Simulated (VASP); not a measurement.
# MgI2 (P-3m1) in VASP: notebook

MgI2 is run at these levels: LDA; tasks: single point.

Program: VASP 6.6.1. These are calculated values, not measurements. Logs are shortened: lines on timing, memory, paths and dates and some standing lists are left out, and cuts for length are marked.

## 1. The cell of the first run

Symmetry: P-3m1, No. 164, trigonal system. The conventional cell has a = 4.183 Å, b = 4.183 Å, c = 6.862 Å, α = 90.00°, β = 90.00°, γ = 120.00°. Mg (site symmetry -3m) has 6 I at 3.04 Å within 4.0 Å. I (site symmetry 3m) has 3 Mg at 3.04 Å and 3 I at 3.97 Å within 4.0 Å.

## 2. Single point, LDA

File INCAR:

```
SYSTEM = MgI2
PREC = Accurate
ENCUT = 520
EDIFF = 1E-6
ISMEAR = 0
SIGMA = 0.05
LREAL = .False.
LASPH = .True.
NELM = 100
ALGO = Normal
ISIF = 2
LWAVE = .False.
LCHARG = .True.
GGA = CA
LELF = .True.
LVHAR = .True.
NBANDS = 15
```

File KPOINTS:

```
Automatic mesh
0
Gamma
  6 6 4
  0 0 0
```

File POSCAR:

```
MgI2
1.0
    4.1834320243      0.0000000000      0.0000000000
   -2.0917160121      3.6229584080      0.0000000000
    0.0000000000      0.0000000000      6.8623682698
Mg I
1 2
Direct
    0.0000000000      0.0000000000      0.0000000000
    0.3333333333      0.6666666667      0.7299223370
    0.6666666667      0.3333333333      0.2700776630
```

Potentials or basis: VASP PAW LDA potentials, release 64 (Mg, I).

Command:

```sh
$ cat potpaw_LDA.64/Mg/POTCAR potpaw_LDA.64/I/POTCAR > POTCAR
$ mpirun -np 1 vasp_std > vasp.out
```

OUTCAR:

```text
SYSTEM = MgI2
   PREC = Accurate
   ENCUT = 520
   EDIFF = 1E-6
   ISMEAR = 0
   LREAL = .False.
   LASPH = .True.
   NELM = 100
   ISIF = 2
   GGA = CA

 ion  position               nearest neighbor table
   1  0.000  0.000  0.000-   2 3.04   3 3.04   2 3.04   3 3.04   3 3.04   2 3.04
   2  0.333  0.667  0.730-   1 3.04   1 3.04   1 3.04
   3  0.667  0.333  0.270-   1 3.04   1 3.04   1 3.04

  LATTYP: Found a hexagonal cell.
 ALAT       =     4.1834320243
 C/A-ratio  =     1.6403680590

  Lattice vectors:

 A1 = (   4.1834320243,   0.0000000000,   0.0000000000)
 A2 = (  -2.0917160121,   3.6229584080,   0.0000000000)
 A3 = (   0.0000000000,   0.0000000000,   6.8623682698)

Analysis of symmetry for initial positions (statically):
=====================================================================
 Subroutine PRICEL returns:
 Original cell was already a primitive cell.

 Routine SETGRP: Setting up the symmetry group for a
 hexagonal supercell.

 Subroutine GETGRP returns: Found 12 space group operations
 (whereof 12 operations were pure point group operations)
 out of a pool of 24 trial point group operations.

The static configuration has the point symmetry D_3d.

Analysis of symmetry for dynamics (positions and initial velocities):
=====================================================================
 Subroutine PRICEL returns:
 Original cell was already a primitive cell.

 Routine SETGRP: Setting up the symmetry group for a
 hexagonal supercell.

 Subroutine GETGRP returns: Found 12 space group operations
 (whereof 12 operations were pure point group operations)
 out of a pool of 24 trial point group operations.

The dynamic configuration has the point symmetry D_3d.

 Subroutine INISYM returns: Found 12 space group operations
 (whereof 12 operations are pure point group operations),
 and found     1 'primitive' translations

----------------------------------------------------------------------------------------

                                     Primitive cell

  volume of cell :     104.0088

  direct lattice vectors                    reciprocal lattice vectors
     4.183432024  0.000000000  0.000000000     0.239038185  0.138008761  0.000000000
    -2.091716012  3.622958408  0.000000000     0.000000000  0.276017521  0.000000000
     0.000000000  0.000000000  6.862368270     0.000000000  0.000000000  0.145722287

  length of vectors
     4.183432024  4.183432024  6.862368270     0.276017521  0.276017521  0.145722287

  position of ions in fractional coordinates (direct lattice)
     0.000000000  0.000000000  0.000000000
     0.333333333  0.666666667  0.729922337
     0.666666667  0.333333333  0.270077663

  ion indices of the primitive-cell ions
   primitive index   ion index
                 1           1
                 2           2
                 3           3

----------------------------------------------------------------------------------------

 KPOINTS: Automatic mesh

Automatic generation of k-mesh.
 Grid dimensions read from file:
 generate k-points for:    6    6    4

 Generating k-lattice:

  Cartesian coordinates                     Fractional coordinates (reciprocal lattice)
     0.039839698  0.023001460  0.000000000     0.166666667  0.000000000  0.000000000
     0.000000000  0.046002920  0.000000000     0.000000000  0.166666667  0.000000000
     0.000000000  0.000000000  0.036430572     0.000000000  0.000000000  0.250000000

  Length of vectors
     0.046002920  0.046002920  0.036430572

  Shift w.r.t. Gamma in fractional coordinates (k-lattice)
     0.000000000  0.000000000  0.000000000

 Subroutine IBZKPT returns following result:
 ===========================================

 Found     24 irreducible k-points:

 Following reciprocal coordinates:
            Coordinates               Weight
  0.000000  0.000000  0.000000      1.000000
  0.166667  0.000000  0.000000      6.000000
  0.333333  0.000000  0.000000      6.000000
  0.500000  0.000000  0.000000      3.000000
  0.166667  0.166667  0.000000      6.000000
  0.333333  0.166667  0.000000     12.000000
[... 16 lines left out ...]
  0.333333  0.166667  0.500000     12.000000
  0.333333  0.333333  0.500000      2.000000
   k-points           NKPTS =     24   k-points in BZ     NKDIM =     24   number of bands    NBANDS=     15
   number of dos      NEDOS =    301   number of ions     NIONS =      3
   total plane-waves  NPLWV =  55296
   dimension x,y,z NGX =    32 NGY =   32 NGZ =   54
   dimension x,y,z NGXF=    64 NGYF=   64 NGZF=  108
   ions per type =               1   2
   NGX,Y,Z   is equivalent  to a cutoff of  12.72, 12.72, 13.08 a.u.
   NGXF,Y,Z  is equivalent  to a cutoff of  25.43, 25.43, 26.16 a.u.
 SYSTEM =  MgI2
   PREC   = accura    normal or accurate (medium, high low for compatibility)
   ISTART =      0    job   : 0-new  1-cont  2-samecut
   ICHARG =      2    charge: 1-file 2-atom 10-const
   ISPIN  =      1    spin polarized calculation?
   LNONCOLLINEAR =      F non collinear calculations
   LSORBIT =      F    spin-orbit coupling
   LASPH  =      T    aspherical Exc in radial PAW
   ENCUT  =  520.0 eV  38.22 Ry    6.18 a.u.   7.78  7.78 12.76*2*pi/ulx,y,z
   NELM   =    100;   NELMIN=  2; NELMDL= -5     # of ELM steps
   EDIFF  = 0.1E-05   stopping-criterion for ELM
   LREAL  =      F    real-space projection
   EDIFFG = 0.1E-04   stopping-criterion for IOM
   NSW    =      0    number of steps for IOM
   IBRION =     -1    ionic relax: 0-MD 1-quasi-New 2-CG
   NFREE  =      0    steps in history (QN), initial steepest desc. (CG)
   ISIF   =      2    stress and relaxation
   ISYM   =      2    0-nonsym 1-usesym 2-fastsym
   POTIM  = 0.5000    time-step for ionic-motion
   TEBEG  =    0.0;   TEEND  =   0.0 temperature during run
   PSTRESS=    0.0 pullay stress
   NELECT =      16.0000    total number of electrons
   NUPDOWN=      -1.0000    fix difference up-down
   EMIN   =  10.00;   EMAX   =-10.00  energy-range for DOS
   EFERMI =   0.00;   METHOD = LEGACY
   ISMEAR =     0;   SIGMA  =   0.05  broadening in eV -4-tet -1-fermi 0-gaus
   EFERMI_NEDOS =   21; number of points for ismear=-14 and -15
   IALGO  =     38    algorithm
   IMIX   =      4    mixing-type and parameters
     AMIX     =   0.40;   BMIX     =  1.00
     AMIX_MAG =   1.60;   BMIX_MAG =  1.00
  volume/ion in A,a.u.               =      34.67       233.96
  Fermi-wavevector in a.u.,A,eV,Ry     =   0.877186  1.657640 10.469064  0.769454
  Thomas-Fermi vector in A             =   1.997099
   LORBIT       =      0    0 simple, 1 ext, 2 COOP (PROOUT), +10 PAW based schemes
   GGA     = CA    functional components
   LHFCALC =     F    Hartree Fock is set to
   AEXX    =    0.0000 exact exchange contribution
   IVDW    =     0    specifies the selected vdW correction
   LEPSILON=     F    determine dielectric tensor
   LRPA    =     F    only Hartree local field effects (RPA)
 non-spin polarized calculation
 Gauss-broadening in eV      SIGMA  =   0.05
  energy-cutoff  :      520.00
  volume of cell :      104.01
 maximum number of plane-waves:      2820
 NGX is ok and might be reduce to    32
   NGX = 15   NGY = 15   NGZ = 25

 number of electron      16.0000000 magnetization

 Free energy of the ion-electron system (eV)
  ---------------------------------------------------
  ext. energy  EPLUGINS =         0.00000000
  ---------------------------------------------------
  free energy    TOTEN  =        -8.82145781 eV

  energy without entropy =       -8.82145781  energy(sigma->0) =       -8.82145781

 E-fermi :   2.4247     XC(G=0):  -8.5758

 val. band max:        2.1751439437   @ k =   0.0000   0.0000   0.0000
 cond. band min:       5.0362323936   @ k =   0.0000   0.0000   0.0000
 fundamental gap:      2.8610884498
 Fermi energy:         2.4246914552

 k-point     1 :       0.0000    0.0000    0.0000
  band No.  band energies     occupation
      1      -9.8503      2.00000
      2      -9.1896      2.00000
      3      -1.5583      2.00000
      4       1.7939      2.00000
      5       1.7939      2.00000
      6       2.0833      2.00000
      7       2.1751      2.00000
      8       2.1751      2.00000
      9       5.0362      0.00000
     10       6.8463      0.00000
     11       8.8438      0.00000
     12       8.8438      0.00000
     13       9.3144      0.00000
     14      10.4218      0.00000
     15      10.4218      0.00000

 k-point     2 :       0.1667    0.0000    0.0000
  band No.  band energies     occupation
      1      -9.7197      2.00000
      2      -9.1237      2.00000
      3      -1.3292      2.00000
      4       0.8131      2.00000
      5       1.2455      2.00000
      6       1.5045      2.00000
      7       2.0200      2.00000
      8       2.1146      2.00000
      9       5.9021      0.00000
     10       7.4487      0.00000
     11       8.0170      0.00000
     12       8.9649      0.00000
     13       9.0805      0.00000
     14       9.8210      0.00000
     15      10.6812      0.00000

 k-point     3 :       0.3333    0.0000    0.0000
  band No.  band energies     occupation
      1      -9.4097      2.00000
      2      -9.0095      2.00000
      3      -0.8776      2.00000
      4      -0.3700      2.00000
      5       0.0926      2.00000
      6       1.0846      2.00000
      7       1.5663      2.00000
      8       1.9087      2.00000
      9       5.8750      0.00000
     10       7.0731      0.00000
     11       7.5758      0.00000
     12       8.6874      0.00000
     13       8.9156      0.00000
     14      10.7113      0.00000
     15      11.3404      0.00000
[... 343 lines left out ...]
 k-point    23 :       0.3333    0.1667    0.5000
  band No.  band energies     occupation
      1      -9.1120      2.00000
      2      -9.0788      2.00000
      3      -1.1015      2.00000
      4      -0.7628      2.00000
      5       0.4550      2.00000
      6       0.5085      2.00000
      7       1.4860      2.00000
      8       1.5247      2.00000
      9       5.7139      0.00000
     10       7.0621      0.00000
     11       7.8871      0.00000
     12       8.6388      0.00000
     13       9.1471      0.00000
     14       9.8114      0.00000
     15      11.5219      0.00000

 k-point    24 :       0.3333    0.3333    0.5000
  band No.  band energies     occupation
      1      -9.0329      2.00000
      2      -9.0329      2.00000
      3      -0.6402      2.00000
      4      -0.5507      2.00000
      5      -0.5507      2.00000
      6      -0.1835      2.00000
      7       1.6242      2.00000
      8       1.6242      2.00000
      9       6.2155      0.00000
     10       7.1267      0.00000
     11       7.1267      0.00000
     12       8.7342      0.00000
     13      10.1611      0.00000
     14      11.0176      0.00000
     15      11.0181      0.00000

------------------------ aborting loop because EDIFF is reached ----------------------------------------

  FORCE on cell =-STRESS in cart. coord.  units (eV):
  Direction    XX          YY          ZZ          XY          YZ          ZX
  --------------------------------------------------------------------------------------
  -------------------------------------------------------------------------------------
  Total       -2.1296932     -2.1296932     -3.3904935     -0.0000000     -0.0000000      0.0000000
  in kB      -32.8063226    -32.8063226    -52.2280016     -0.0000000     -0.0000000      0.0000000
  external PRESSURE =     -39.2802156 kB  Pullay stress =       0.0000000 kB

 VOLUME and BASIS-vectors are now :
 -----------------------------------------------------------------------------
  energy-cutoff  :      520.00
  volume of cell :      104.01
      direct lattice vectors                 reciprocal lattice vectors
     4.183432024  0.000000000  0.000000000     0.239038185  0.138008761  0.000000000
    -2.091716012  3.622958408  0.000000000     0.000000000  0.276017521  0.000000000
     0.000000000  0.000000000  6.862368270     0.000000000  0.000000000  0.145722287

 POSITION                                       TOTAL-FORCE (eV/Angst)
 -----------------------------------------------------------------------------------
      0.00000      0.00000      0.00000        -0.000000      0.000000      0.000000
     -0.00000      2.41531      5.00900         0.000000      0.000000      1.003184
      2.09172      1.20765      1.85337        -0.000000     -0.000000     -1.003184
 -----------------------------------------------------------------------------------
    total drift:                               -0.000000      0.000000      0.000000

  FREE ENERGIE OF THE ION-ELECTRON SYSTEM (eV)
  ---------------------------------------------------
  free  energy   TOTEN  =        -8.8214578147 eV

  energy  without entropy=       -8.8214578147  energy(sigma->0) =       -8.82145781
```

Wall time 20 s (1 thread of Intel Xeon Platinum 8488C (Sapphire Rapids), shared host); peak memory 0.2 GiB.

What came out:

| Property | Result |
| --- | --- |
| Free energy | -8.8215 eV |
| Pressure | -3.9 GPa |
| Largest force | 1.003 eV/Å |
| Band gap on the k mesh | 2.86 eV, direct |

Forces in eV/Å, atoms in the order of the input:
```
Mg   0.000  0.000  0.000
I    0.000  0.000  1.003
I    0.000  0.000 -1.003
```

Stress tensor (GPa, compression positive):
```
-3.28  0.00  0.00
 0.00 -3.28  0.00
 0.00  0.00 -5.22
```

Caveat: spin-orbit coupling is left out, which moves the levels of the heavy elements; forces of over 1 eV/Å act on the atoms, so gaps and moduli don't describe the material at rest.

## 3. Single point, LDA

File INCAR:

```
SYSTEM = MgI2
PREC = Accurate
ENCUT = 520
EDIFF = 1E-7
ISMEAR = 0
SIGMA = 0.05
LREAL = .False.
LASPH = .True.
NELM = 100
ALGO = Normal
ISIF = 2
LWAVE = .False.
LCHARG = .False.
GGA = CA
NBANDS = 15
```

File KPOINTS:

```
regular mesh
0
Gamma
  6 6 4
  0 0 0
```

File POSCAR:

```
MgI2
1.0
    4.1834320243      0.0000000000      0.0000000000
   -2.0917160121      3.6229584080      0.0000000000
    0.0000000000      0.0000000000      6.8623682698
Mg I
1 2
Direct
    0.0000000000      0.0000000000      0.0000000000
    0.3333333333      0.6666666667      0.7747750392
    0.6666666667      0.3333333333      0.2252249608
```

Potentials or basis: VASP PAW LDA potentials, release 64 (Mg, I).

Command:

```sh
$ cat potpaw_LDA.64/Mg/POTCAR potpaw_LDA.64/I/POTCAR > POTCAR
$ mpirun -np 1 vasp_std > vasp.out
```

Run time: 18 s. Hardware: 1 thread of Intel Xeon Platinum 8488C (Sapphire Rapids), shared host; peak memory 0.2 GiB.

Results (log left out):

```yaml
Free_energy: -9.0257 eV
Pressure: 0.0 GPa
Largest_force: 0.424 eV/Å
Band_gap_on_the_k_mesh: 3.31 eV, indirect (least direct gap 3.46 eV)
```

Forces on the atoms (eV/Å):
```
Mg   0.000  0.000  0.000
I    0.000  0.000 -0.424
I    0.000  0.000  0.424
```

Stress tensor (GPa, compression positive):
```
-0.64  0.00  0.00
 0.00 -0.64  0.00
 0.00  0.00  1.25
```

Levels at points of the mesh, in eV from the valence-band top:
| k point | band 4 | band 5 | band 6 | band 7 | band 8 | band 9 | band 10 | band 11 | band 12 | band 13 |
| --- | --- | --- | --- | --- | --- | --- | --- | --- | --- | --- |
| (0.00, 0.00, 0.00) | -0.77 | -0.77 | -0.31 | -0.31 | 0.00 | 3.46 | 4.36 | 6.28 | 6.28 | 7.24 |
| (0.50, 0.00, 0.00) | -3.08 | -1.80 | -1.73 | -0.89 | -0.62 | 3.33 | 5.16 | 5.58 | 6.98 | 8.38 |
| (0.00, 0.00, 0.50) | -1.27 | -0.70 | -0.70 | -0.38 | -0.38 | 4.26 | 4.47 | 6.13 | 6.13 | 7.52 |
| (0.50, 0.00, 0.50) | -3.36 | -1.62 | -1.21 | -0.80 | -0.79 | 3.38 | 5.12 | 5.63 | 6.10 | 7.71 |

Caveat: spin-orbit coupling is left out, which moves the levels of the heavy elements.

## 4. Single point, LDA

File INCAR:

```
PREC = Accurate
ENCUT = 520
EDIFF = 1E-6
ISMEAR = 0
SIGMA = 0.05
LREAL = False
LASPH = True
NELM = 80
ALGO = Normal
ISIF = 2
LWAVE = False
LCHARG = False
NBANDS = 15
```

File KPOINTS:

```
regular mesh
0
Gamma
  6 6 4
```

File POSCAR:

```
MgI2
1.0
    4.1834320243      0.0000000000      0.0000000000
   -2.0917160121      3.6229584080      0.0000000000
    0.0000000000      0.0000000000      6.8623682698
Mg I
1 2
Direct
    0.0000000000      0.0000000000      0.0000000000
    0.3333333333      0.6666666667      0.7598241385
    0.6666666667      0.3333333333      0.2401758615
```

Command:

```sh
$ cat potpaw_LDA.64/Mg/POTCAR potpaw_LDA.64/I/POTCAR > POTCAR
$ mpirun -np 1 vasp_std > vasp.out
```

Wall time 16 s (1 thread of Intel Xeon Platinum 8488C (Sapphire Rapids), shared host); peak memory 0.2 GiB.

The run converged. Its results:

```yaml
Free_energy: -9.0565 eV
Pressure: -1.7 GPa
Largest_force: 0.112 eV/Å
Band_gap_on_the_k_mesh: 3.31 eV, indirect (least direct gap 3.35 eV)
```

Forces in eV/Å, atoms in the order of the input:
```
Mg   0.000  0.000  0.000
I    0.000  0.000  0.112
I    0.000  0.000 -0.112
```

Stress tensor (GPa, compression positive):
```
-1.91  0.00  0.00
 0.00 -1.91  0.00
 0.00  0.00 -1.19
```

Levels at points of the mesh, in eV from the valence-band top:
| k point | band 4 | band 5 | band 6 | band 7 | band 8 | band 9 | band 10 | band 11 | band 12 | band 13 |
| --- | --- | --- | --- | --- | --- | --- | --- | --- | --- | --- |
| (0.00, 0.00, 0.00) | -0.55 | -0.55 | -0.16 | -0.16 | 0.00 | 3.35 | 4.50 | 6.46 | 6.46 | 7.38 |
| (0.50, 0.00, 0.00) | -2.86 | -1.88 | -1.48 | -0.93 | -0.51 | 3.41 | 5.11 | 5.38 | 6.79 | 7.94 |
| (0.00, 0.00, 0.50) | -1.46 | -0.45 | -0.45 | -0.26 | -0.26 | 4.32 | 4.58 | 6.28 | 6.28 | 7.65 |
| (0.50, 0.00, 0.50) | -3.24 | -1.31 | -1.15 | -0.82 | -0.75 | 3.33 | 5.01 | 5.59 | 5.93 | 7.57 |

Caveat: spin-orbit coupling is left out, which moves the levels of the heavy elements. A k mesh can miss the band edges.

(Continued in part 2 of 2.)
